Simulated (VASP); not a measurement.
Ti3Si2: single point with PBE

Crystal: Ti3Si2.

```
Ti Si
1.0
     4.13901    0.00000    0.00000
     0.00000    4.13901    0.00000
     0.00000    0.00000    4.13901
Ti Si
3 2
Direct
  0.50000 0.00000 0.00000
  0.00000 0.50000 0.00000
  0.00000 0.00000 0.50000
  0.50000 0.50000 0.50000
  0.00000 0.00000 0.00000
```

```json
{
  "Program": "VASP 6.6.1",
  "Task": "single point",
  "Functional": "PBE",
  "Potentials or basis": "VASP PAW PBE potentials, release 64 (Ti_sv, Si)",
  "Cutoff": "520 eV",
  "k mesh": "4 × 4 × 4",
  "Occupations": "gaussian, width 0.1 eV",
  "Spin": "no spin polarisation",
  "Dipole correction": "no",
  "Further INCAR settings": "ALGO = Fast; EDIFF = 1e-06; NBANDS = 30"
}
```

```yaml
Pressure: 45.8 GPa
Band_gap_on_the_k_mesh: zero (band 22 reaches 10.45 eV, above the bottom of band 23 at 10.09 eV)
```

Levels at points of the mesh, in eV from the Fermi level:
```csv
k point,band 19,band 20,band 21,band 22,band 23,band 24,band 25,band 26
"(0.00, 0.00, 0.00)",-1.77,-1.64,-1.64,-1.64,1.08,1.08,1.56,1.56
"(0.50, 0.00, 0.00)",-2.03,-1.96,-1.96,-0.49,0.71,0.84,1.07,1.07
"(0.50, 0.50, 0.00)",-2.47,-2.36,-0.66,-0.66,0.61,0.61,0.76,1.62
"(0.50, 0.50, 0.50)",-2.67,-2.67,0.27,0.27,0.27,0.47,0.47,0.47
```

It took 54 s on 1 thread of AMD EPYC 9R45 96-Core Processor (Zen 5) (shared host), peak memory 0.14 GiB.

Caveat: the k points lie up to 0.38 Å⁻¹ apart.
